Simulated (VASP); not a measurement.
Write the native input for VASP 6.6.1 that does the following.

* Task: relaxation of cell and atoms
* Functional: PBE
* Potentials or basis: VASP PAW PBE potentials, release 64 (Al)
* Cutoff: 600 eV
* k mesh: 20 × 20 × 20
* Occupations: gaussian, width 0.1 eV
* Spin: no spin polarisation
* Target pressure: 30 GPa
* Dipole correction: no
* Further INCAR settings: ALGO = Normal; EDIFF = 1e-06; IBRION = 2; EDIFFG = -0.008; NSW = 70; ISIF = 3

The structure of Al lies in POSCAR:

```
Al
1.0
    0.0000000000      1.8769885479      1.8769885479
    1.8769885479      0.0000000000      1.8769885479
    1.8769885479      1.8769885479      0.0000000000
Al
1
Direct
    0.0000000000      0.0000000000      0.0000000000
```

The input as run:

INCAR

```
SYSTEM = Al
ALGO = Normal ; EDIFF = 1E-6
EDIFFG = -0.008 ; ENCUT = 600
GGA = PE ; IBRION = 2
ISIF = 3 ; ISMEAR = 0
LASPH = .True. ; LCHARG = .False.
LREAL = .False. ; LWAVE = .False.
NELM = 100 ; NSW = 70
PREC = Accurate ; PSTRESS = 300.0
SIGMA = 0.1
```

KPOINTS

```
k-points
0
Gamma
  20 20 20
  0 0 0
```

Potentials or basis: VASP PAW PBE potentials, release 64 (Al).

Run with:

```console
$ cat potpaw_PBE.64/Al/POTCAR > POTCAR
$ mpirun -np 1 vasp_std > vasp.out
```

It gave:

The relaxed volume is 13.09 Å³/atom and the relaxed cell is a = 2.646 Å, b = 2.646 Å, c = 2.646 Å, α = 60.00°, β = 60.00°, γ = 60.00°. The space group after relaxing (to 0.05 Å) is Fm-3m (No. 225), the energy change on relaxing (the enthalpy is what falls) is +24.0 meV/atom and the ionic steps are 3. The pressure after relaxing is 30.0 GPa.

Caveat: the cell is relaxed towards a set pressure, so the enthalpy falls and the energy may rise.

It used 16 s of CPU time on 1 thread of Intel Xeon 6975P-C, with other jobs on the host.
